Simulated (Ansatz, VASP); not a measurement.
**One calculation of HfO2, two programs**

```
Hf O
1.0
     5.24651    0.00000    0.00000
     0.00000    5.03037    0.00000
     0.00000    0.00000    4.95811
Hf O
4 8
Direct
  0.03242 0.26755 0.24417
  0.46758 0.26755 0.74417
  0.53242 0.73245 0.24417
  0.96758 0.73245 0.74417
  0.37104 0.07489 0.37493
  0.12896 0.07489 0.87493
  0.73514 0.45895 0.49390
  0.76486 0.45895 0.99390
  0.26486 0.54105 0.99390
  0.23514 0.54105 0.49390
  0.87104 0.92511 0.37493
  0.62896 0.92511 0.87493
```

Change from the starting cell: uniaxial_z strain -2.0%.

Alike in both runs: task single point; functional PBE; k mesh 6 × 6 × 6; occupations fermi-dirac, width 0.02 eV; no spin polarisation.

```csv
,VASP,Ansatz
version,VASP 6.6.1,Ansatz 0.2.0
potentials or method,"VASP PAW PBE potentials, release 64 (Hf_pv, O)","plane waves, PAW"
plane-wave cutoff (eV),520,420
valence electrons in the cell,88,152
```

```tsv
	VASP	Ansatz	Ansatz less VASP
gap on the k mesh at the Fermi level (eV)	4.48	4.53	+0.044
pressure (GPa)	6.8	10.2	+3.43
traceless stress, the component that is largest in VASP (GPa)	3.47	3.31	-0.165
rms of the force components (eV/Å)	0.017	0.030	+0.0126
```

Atom by atom the forces differ by 0.029 eV/Å (rms over components). The functional is the same, so the differences come from potentials, cutoffs and numerics. VASP's potentials hold 88 valence electrons a cell and Ansatz's 152, so a difference there can come from the potentials and not from the codes.

Spin-orbit coupling is off throughout.
